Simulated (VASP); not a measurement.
AlRu (rocksalt type), 2 atoms in the cell. Symmetry: Fm-3m, No. 225, cubic system. Conventional cell: a = 4.297 Å, b = 4.297 Å, c = 4.297 Å, α = 90.00°, β = 90.00°, γ = 90.00°. Ru (site symmetry m-3m) has 6 Al at 2.15 Å within 2.8 Å. Within 2.8 Å of Al (site symmetry m-3m) lie 6 Ru at 2.15 Å. 

| Property | Result |
| --- | --- |
| Program | VASP 6.6.1 |
| Task | single point |
| Functional | PBE |
| Potentials or basis | VASP PAW PBE potentials, release 64 (Ru_pv, Al) |
| Cutoff | 520 eV |
| k mesh | 14 × 14 × 14 |
| Occupations | fermi-dirac, width 0.1 eV |
| Spin | no spin polarisation |
| Dipole correction | no |
| Further INCAR settings | ALGO = Normal; EDIFF = 1e-06; NBANDS = 16 |

Potentials or basis: VASP PAW PBE potentials, release 64 (Ru_pv, Al).

Command:

```sh
$ cat potpaw_PBE.64/Ru_pv/POTCAR potpaw_PBE.64/Al/POTCAR > POTCAR
$ mpirun -np 1 vasp_std > vasp.out
```

Hardware: 1 thread of Intel Xeon 8259CL (shared host).

Task: How long does it take, and how much memory?

Result: Run time: 26 s on 1 thread of Intel Xeon 8259CL, with other jobs on the host, peak memory 0.16 GiB. Counts: scf iterations 12, k points 104.
